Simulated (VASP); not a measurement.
# TiO2 (I4_1/amd) in VASP: notebook

TiO2 is run at these levels: r2SCAN; tasks: single point.

Program: VASP 6.6.1. These are calculated values, not measurements. Logs are shortened: lines on timing, memory, paths and dates and some standing lists are left out, and cuts for length are marked.

**1. The cell of the first run**

It takes space group I4_1/amd (No. 141, tetragonal). Conventional cell: a = 3.627 Å, b = 3.627 Å, c = 10.220 Å, α = 90.00°, β = 90.00°, γ = 90.00°. Within 2.5 Å of Ti (site symmetry -4m2) lie 6 O at 1.88 to 2.04 Å. Within 2.5 Å of O (site symmetry 2mm) lie 3 Ti at 1.88 to 2.04 Å and 2 O at 2.37 Å.

**2. Single point, r2SCAN (epitaxial xy strain -4.0%)**

File POSCAR:

```
TiO2
1.0
   -1.8133428582      1.8133428582      5.1101349276
    1.8133428582     -1.8133428582      5.1101349276
    1.8133428582      1.8133428582     -5.1101349276
Ti O
2 4
Direct
    0.7500000000      0.2500000000      0.5000000000
    0.0000000000      0.0000000000      0.0000000000
    0.5503363389      0.0503363389      0.5000000000
    0.8003363389      0.8003363389      0.0000000000
    0.1996636611      0.1996636611      0.0000000000
    0.9496636611      0.4496636611      0.5000000000
```

File INCAR.step1:

```
SYSTEM = TiO2
  PREC = Accurate
  ENCUT = 520
  ISMEAR = 0
  SIGMA = 0.01
  LREAL = .False.
  LASPH = .True.
  NELM = 80
  NBANDS = 33
  GGA = PE
  ALGO = Normal
  EDIFF = 1E-4
  LWAVE = .True.
  LCHARG = .False.
```

File INCAR.step2:

```
SYSTEM = TiO2
  PREC = Accurate
  ENCUT = 520
  EDIFF = 1E-6
  ISMEAR = 0
  SIGMA = 0.01
  LREAL = .False.
  LASPH = .True.
  NELM = 80
  ALGO = Normal
  ISIF = 2
  LWAVE = .False.
  LCHARG = .False.
  METAGGA = R2SCAN
  LMIXTAU = .True.
  NBANDS = 33
  ISTART = 1
```

File KPOINTS:

```
regular mesh
0
Gamma
  10 10 10
  0 0 0
```

Potentials or basis: VASP PAW PBE potentials, release 64 (Ti_sv, O).

Run with:

```console
> cat potpaw_PBE.64/Ti_sv/POTCAR potpaw_PBE.64/O/POTCAR > POTCAR
> cp INCAR.step1 INCAR
> mpirun -np 1 vasp_std > vasp.out
> cp INCAR.step2 INCAR
> mpirun -np 1 vasp_std > vasp.out
```

OUTCAR:

```text
SYSTEM = TiO2
   PREC = Accurate
   ENCUT = 520
   EDIFF = 1E-6
   ISMEAR = 0
   LREAL = .False.
   LASPH = .True.
   NELM = 80
   ISIF = 2
   METAGGA = R2SCAN
   ISTART = 1

 ion  position               nearest neighbor table
   1  0.750  0.250  0.500-   4 1.88   5 1.88   4 1.88   5 1.88   3 2.04   6 2.04
   2  0.000  0.000  0.000-   3 1.88   6 1.88   3 1.88   6 1.88   5 2.04   4 2.04
   3  0.550  0.050  0.500-   2 1.88   2 1.88   1 2.04
   4  0.800  0.800  0.000-   1 1.88   1 1.88   2 2.04
   5  0.200  0.200  0.000-   1 1.88   1 1.88   2 2.04
   6  0.950  0.450  0.500-   2 1.88   2 1.88   1 2.04

  LATTYP: Found a body centered tetragonal cell.
 ALAT       =     3.6266857164
 C/A-ratio  =     2.8180743120

  Lattice vectors:

 A1 = (  -1.8133428582,   1.8133428582,   5.1101349276)
 A2 = (   1.8133428582,  -1.8133428582,   5.1101349276)
 A3 = (   1.8133428582,   1.8133428582,  -5.1101349276)

Analysis of symmetry for initial positions (statically):
=====================================================================
 Subroutine PRICEL returns:
 Original cell was already a primitive cell.

 Routine SETGRP: Setting up the symmetry group for a
 body centered tetragonal supercell.

 Subroutine GETGRP returns: Found 16 space group operations
 (whereof  8 operations were pure point group operations)
 out of a pool of 16 trial point group operations.

The static configuration has the point symmetry D_2d.
 The point group associated with its full space group is D_4h.

Analysis of symmetry for dynamics (positions and initial velocities):
=====================================================================
 Subroutine PRICEL returns:
 Original cell was already a primitive cell.

 Routine SETGRP: Setting up the symmetry group for a
 body centered tetragonal supercell.

 Subroutine GETGRP returns: Found 16 space group operations
 (whereof  8 operations were pure point group operations)
 out of a pool of 16 trial point group operations.

The dynamic configuration has the point symmetry D_2d.
 The point group associated with its full space group is D_4h.

 Subroutine INISYM returns: Found 16 space group operations
 (whereof  8 operations are pure point group operations),
 and found     1 'primitive' translations

----------------------------------------------------------------------------------------

                                     Primitive cell

  volume of cell :      67.2128

  direct lattice vectors                    reciprocal lattice vectors
    -1.813342858  1.813342858  5.110134928     0.000000000  0.275733846  0.097844775
     1.813342858 -1.813342858  5.110134928     0.275733846  0.000000000  0.097844775
     1.813342858  1.813342858 -5.110134928     0.275733846  0.275733846  0.000000000

  length of vectors
     5.717508515  5.717508515  5.717508515     0.292579483  0.292579483  0.389946544

  position of ions in fractional coordinates (direct lattice)
     0.750000000  0.250000000  0.500000000
     0.000000000  0.000000000  0.000000000
     0.550336339  0.050336339  0.500000000
     0.800336339  0.800336339  0.000000000
     0.199663661  0.199663661  0.000000000
     0.949663661  0.449663661  0.500000000

  ion indices of the primitive-cell ions
   primitive index   ion index
                 1           1
                 2           2
                 3           3
                 4           4
                 5           5
                 6           6

----------------------------------------------------------------------------------------

 KPOINTS: regular mesh

Automatic generation of k-mesh.
 Grid dimensions read from file:
 generate k-points for:   10   10   10

 Generating k-lattice:

  Cartesian coordinates                     Fractional coordinates (reciprocal lattice)
     0.000000000  0.027573385  0.009784477     0.100000000  0.000000000 -0.000000000
     0.027573385  0.000000000  0.009784477     0.000000000  0.100000000 -0.000000000
     0.027573385  0.027573385  0.000000000     0.000000000  0.000000000  0.100000000

  Length of vectors
     0.029257948  0.029257948  0.038994654

  Shift w.r.t. Gamma in fractional coordinates (k-lattice)
     0.000000000  0.000000000  0.000000000

 Subroutine IBZKPT returns following result:
 ===========================================

 Found    102 irreducible k-points:

 Following reciprocal coordinates:
            Coordinates               Weight
  0.000000  0.000000  0.000000      1.000000
  0.100000 -0.000000  0.000000      8.000000
  0.200000 -0.000000  0.000000      8.000000
  0.300000  0.000000  0.000000      8.000000
  0.400000 -0.000000  0.000000      8.000000
  0.500000 -0.000000  0.000000      4.000000
[... 16 lines left out ...]
  0.300000  0.300000  0.000000      8.000000
  0.400000  0.300000  0.000000     16.000000
 [... further k-points ...]
   k-points           NKPTS =    102   k-points in BZ     NKDIM =    102   number of bands    NBANDS=     33
   number of dos      NEDOS =    301   number of ions     NIONS =      6
   total plane-waves  NPLWV = 110592
   dimension x,y,z NGX =    48 NGY =   48 NGZ =   48
   dimension x,y,z NGXF=    96 NGYF=   96 NGZF=   96
   ions per type =               2   4
   NGX,Y,Z   is equivalent  to a cutoff of  13.96, 13.96, 13.96 a.u.
   NGXF,Y,Z  is equivalent  to a cutoff of  27.91, 27.91, 27.91 a.u.
 SYSTEM =  TiO2
   PREC   = accura    normal or accurate (medium, high low for compatibility)
   ISTART =      1    job   : 0-new  1-cont  2-samecut
   ICHARG =      0    charge: 1-file 2-atom 10-const
   ISPIN  =      1    spin polarized calculation?
   LNONCOLLINEAR =      F non collinear calculations
   LSORBIT =      F    spin-orbit coupling
   LASPH  =      T    aspherical Exc in radial PAW
   ENCUT  =  520.0 eV  38.22 Ry    6.18 a.u.  10.63 10.63 10.63*2*pi/ulx,y,z
   NELM   =     80;   NELMIN=  2; NELMDL=  0     # of ELM steps
   EDIFF  = 0.1E-05   stopping-criterion for ELM
   LREAL  =      F    real-space projection
   EDIFFG = 0.1E-04   stopping-criterion for IOM
   NSW    =      0    number of steps for IOM
   IBRION =     -1    ionic relax: 0-MD 1-quasi-New 2-CG
   NFREE  =      0    steps in history (QN), initial steepest desc. (CG)
   ISIF   =      2    stress and relaxation
   ISYM   =      2    0-nonsym 1-usesym 2-fastsym
   POTIM  = 0.5000    time-step for ionic-motion
   TEBEG  =    0.0;   TEEND  =   0.0 temperature during run
   PSTRESS=    0.0 pullay stress
   NELECT =      48.0000    total number of electrons
   NUPDOWN=      -1.0000    fix difference up-down
   EMIN   =  10.00;   EMAX   =-10.00  energy-range for DOS
   EFERMI =   0.00;   METHOD = LEGACY
   ISMEAR =     0;   SIGMA  =   0.01  broadening in eV -4-tet -1-fermi 0-gaus
   EFERMI_NEDOS =   21; number of points for ismear=-14 and -15
   IALGO  =     38    algorithm
   IMIX   =      4    mixing-type and parameters
     AMIX     =   0.40;   BMIX     =  1.00
     AMIX_MAG =   1.60;   BMIX_MAG =  1.00
  volume/ion in A,a.u.               =      11.20        75.60
  Fermi-wavevector in a.u.,A,eV,Ry     =   1.463315  2.765264 29.134032  2.141291
  Thomas-Fermi vector in A             =   2.579424
   LORBIT       =      0    0 simple, 1 ext, 2 COOP (PROOUT), +10 PAW based schemes
   METAGGA = R2SCAN    functional components
   LHFCALC =     F    Hartree Fock is set to
   AEXX    =    0.0000 exact exchange contribution
   IVDW    =     0    specifies the selected vdW correction
   LEPSILON=     F    determine dielectric tensor
   LRPA    =     F    only Hartree local field effects (RPA)
 non-spin polarized calculation
 Gauss-broadening in eV      SIGMA  =   0.01
  energy-cutoff  :      520.00
  volume of cell :       67.21
 maximum number of plane-waves:      1839
 NGX is ok and might be reduce to    48
   NGX = 21   NGY = 21   NGZ = 21

 number of electron      48.0000003 magnetization

 Free energy of the ion-electron system (eV)
  ---------------------------------------------------
  ext. energy  EPLUGINS =         0.00000000
  ---------------------------------------------------
  free energy    TOTEN  =       -69.62521282 eV

  energy without entropy =      -69.62521282  energy(sigma->0) =      -69.62521282

 E-fermi :   3.3422     XC(G=0): -11.5179

 val. band max:        3.1275108898   @ k =  -0.2000   0.2000   0.0000
 cond. band min:       6.1315045696   @ k =   0.0000   0.0000   0.0000
 fundamental gap:      3.0039936798
 Fermi energy:         3.3421753656

 k-point     1 :       0.0000    0.0000    0.0000
  band No.  band energies     occupation
      1     -55.1252      2.00000
      2     -55.0796      2.00000
      3     -30.5430      2.00000
      4     -30.3152      2.00000
      5     -30.3152      2.00000
      6     -30.2659      2.00000
[... 25 lines left out ...]
     32       9.5520      0.00000
     33       9.7409      0.00000

 k-point     2 :       0.1000   -0.0000    0.0000
  band No.  band energies     occupation
      1     -55.1240      2.00000
      2     -55.0800      2.00000
      3     -30.5404      2.00000
      4     -30.3315      2.00000
      5     -30.3157      2.00000
      6     -30.2758      2.00000
[... 25 lines left out ...]
     32       9.8465      0.00000
     33       9.9470      0.00000

 k-point     3 :       0.2000   -0.0000    0.0000
  band No.  band energies     occupation
      1     -55.1205      2.00000
      2     -55.0812      2.00000
      3     -30.5347      2.00000
      4     -30.3732      2.00000
      5     -30.3167      2.00000
      6     -30.2996      2.00000
[... 25 lines left out ...]
     32      10.0961      0.00000
     33      10.2247      0.00000

 k-point     4 :       0.3000    0.0000    0.0000
  band No.  band energies     occupation
      1     -55.1157      2.00000
      2     -55.0832      2.00000
      3     -30.5307      2.00000
      4     -30.4246      2.00000
      5     -30.3221      2.00000
      6     -30.3178      2.00000
[... 673 lines left out ...]
     32      10.5502      0.00000
     33      10.6035      0.00000

 k-point    23 :       0.3000    0.3000    0.0000
  band No.  band energies     occupation
      1     -55.1043      2.00000
      2     -55.0886      2.00000
      3     -30.5084      2.00000
      4     -30.4573      2.00000
      5     -30.4014      2.00000
      6     -30.3685      2.00000
[... 25 lines left out ...]
     32      10.0013      0.00000
     33      11.2404      0.00000

 k-point    24 :       0.4000    0.3000    0.0000
  band No.  band energies     occupation
      1     -55.1007      2.00000
      2     -55.0899      2.00000
      3     -30.5165      2.00000
      4     -30.4858      2.00000
      5     -30.4082      2.00000
      6     -30.3884      2.00000
[... 25 lines left out ...]
     32       9.9083      0.00000
     33      11.2090      0.00000

 [... further k-points ...]

------------------------ aborting loop because EDIFF is reached ----------------------------------------

  FORCE on cell =-STRESS in cart. coord.  units (eV):
  Direction    XX          YY          ZZ          XY          YZ          ZX
  --------------------------------------------------------------------------------------
  -------------------------------------------------------------------------------------
  Total        5.5156062      5.5156062      0.3534407      0.0000000     -0.0000000      0.0000000
  in kB      131.4775569    131.4775569      8.4250975      0.0000000     -0.0000000      0.0000000
  external PRESSURE =      90.4600704 kB  Pullay stress =       0.0000000 kB

 VOLUME and BASIS-vectors are now :
 -----------------------------------------------------------------------------
  energy-cutoff  :      520.00
  volume of cell :       67.21
      direct lattice vectors                 reciprocal lattice vectors
    -1.813342858  1.813342858  5.110134928     0.000000000  0.275733846  0.097844775
     1.813342858 -1.813342858  5.110134928     0.275733846  0.000000000  0.097844775
     1.813342858  1.813342858 -5.110134928     0.275733846  0.275733846  0.000000000

 POSITION                                       TOTAL-FORCE (eV/Angst)
 -----------------------------------------------------------------------------------
      0.00000      1.81334      2.55507        -0.000000     -0.000000      0.000000
      0.00000      0.00000      0.00000        -0.000000     -0.000000      0.000000
      0.00000      1.81334      0.51445        -0.000000     -0.000000      0.001858
      0.00000      0.00000      8.17965         0.000000      0.000000      0.001858
      0.00000      0.00000      2.04062         0.000000      0.000000     -0.001858
      0.00000      1.81334      4.59568        -0.000000     -0.000000     -0.001858
 -----------------------------------------------------------------------------------
    total drift:                                0.000000     -0.000000     -0.000000

  FREE ENERGIE OF THE ION-ELECTRON SYSTEM (eV)
  ---------------------------------------------------
  free  energy   TOTEN  =       -69.6252128196 eV

  energy  without entropy=      -69.6252128196  energy(sigma->0) =      -69.62521282
```

Run time: 27 min. Hardware: 1 thread of Intel Xeon Platinum 8488C (Sapphire Rapids), shared host; peak memory 0.46 GiB.

Results:

| Item | Value |
| --- | --- |
| Free energy | -69.6252 eV |
| Pressure | 9.0 GPa |
| Band gap on the k mesh | 3.00 eV (least direct gap 3.26 eV) |

Levels at points of the mesh, in eV from the valence-band top:
| k point | band 22 | band 23 | band 24 | band 25 | band 26 | band 27 |
| --- | --- | --- | --- | --- | --- | --- |
| (0.00, 0.00, 0.00) | -0.95 | -0.34 | -0.34 | 3.00 | 3.52 | 5.34 |
| (0.50, 0.00, 0.00) | -0.88 | -0.78 | -0.74 | 4.12 | 4.20 | 4.28 |
| (0.50, 0.50, 0.00) | -1.91 | -0.14 | -0.14 | 3.73 | 3.73 | 4.29 |
| (0.50, 0.50, 0.50) | -1.21 | -0.09 | -0.09 | 3.26 | 3.26 | 4.96 |

Caveat: the cell differs from its parent crystal (epitaxial xy strain -4.0%); the stress differs along the axes, from 1 to 13 GPa; the PAW data sets were made with another functional, which shifts forces and pressure a little. A k mesh can miss the band edges.

**3. Single point, r2SCAN (epitaxial xy strain -3.0%)**

File POSCAR:

```
TiO2
1.0
   -1.8322318463      1.8322318463      5.0255729086
    1.8322318463     -1.8322318463      5.0255729086
    1.8322318463      1.8322318463     -5.0255729086
Ti O
2 4
Direct
    0.7500000000      0.2500000000      0.5000000000
    0.0000000000      0.0000000000      0.0000000000
    0.5484683295      0.0484683295      0.5000000000
    0.7984683295      0.7984683295      0.0000000000
    0.2015316705      0.2015316705      0.0000000000
    0.9515316705      0.4515316705      0.5000000000
```

File INCAR.step1:

```
PREC = Accurate
ENCUT = 520
ISMEAR = 0
SIGMA = 0.01
LREAL = False
LASPH = True
NELM = 100
NBANDS = 33
GGA = PE
ALGO = Normal
EDIFF = 1E-4
LWAVE = True
LCHARG = False
```

File INCAR.step2:

```
PREC = Accurate
ENCUT = 520
EDIFF = 1E-6
ISMEAR = 0
SIGMA = 0.01
LREAL = False
LASPH = True
NELM = 100
ALGO = Normal
ISIF = 2
LWAVE = False
LCHARG = True
METAGGA = R2SCAN
LMIXTAU = True
LELF = True
LVHAR = True
NBANDS = 33
ISTART = 1
```

File KPOINTS:

```
regular mesh
0
Gamma
  10 10 10
```

Potentials or basis: VASP PAW PBE potentials, release 64 (Ti_sv, O).

Run with:

```console
> cat potpaw_PBE.64/Ti_sv/POTCAR potpaw_PBE.64/O/POTCAR > POTCAR
> cp INCAR.step1 INCAR
> mpirun -np 1 vasp_std > vasp.out
> cp INCAR.step2 INCAR
> mpirun -np 1 vasp_std > vasp.out
```

Run time: 18 min. Hardware: 1 thread of Intel Xeon Platinum 8488C (Sapphire Rapids), shared host; peak memory 0.39 GiB.

Results (log left out):

```yaml
Free_energy: -69.7215 eV
Pressure: 7.1 GPa
Largest_force: 0.007 eV/Å
Band_gap_on_the_k_mesh: 2.90 eV (least direct gap 3.15 eV)
```

Forces on the atoms (eV/Å):
```
Ti   0.000  0.000  0.000
Ti   0.000  0.000  0.000
O    0.000  0.000 -0.007
O    0.000  0.000 -0.007
O    0.000  0.000  0.007
O    0.000  0.000  0.007
```

Stress tensor (GPa, compression positive):
```
10.22  0.00  0.00
 0.00 10.22  0.00
 0.00  0.00  0.89
```

Levels at points of the mesh, in eV from the valence-band top:
```csv
k point,band 22,band 23,band 24,band 25,band 26,band 27
"(0.00, 0.00, 0.00)",-0.90,-0.36,-0.36,2.90,3.47,5.10
"(0.50, 0.00, 0.00)",-0.85,-0.82,-0.71,4.12,4.13,4.15
"(0.50, 0.50, 0.00)",-1.96,-0.09,-0.09,3.76,3.76,4.30
"(0.50, 0.50, 0.50)",-1.21,-0.06,-0.06,3.18,3.18,4.74
```

Caveat: the cell differs from its parent crystal (epitaxial xy strain -3.0%); the stress differs along the axes, from 1 to 10 GPa; the PAW data sets were made with another functional, which shifts forces and pressure a little. A k mesh can miss the band edges.
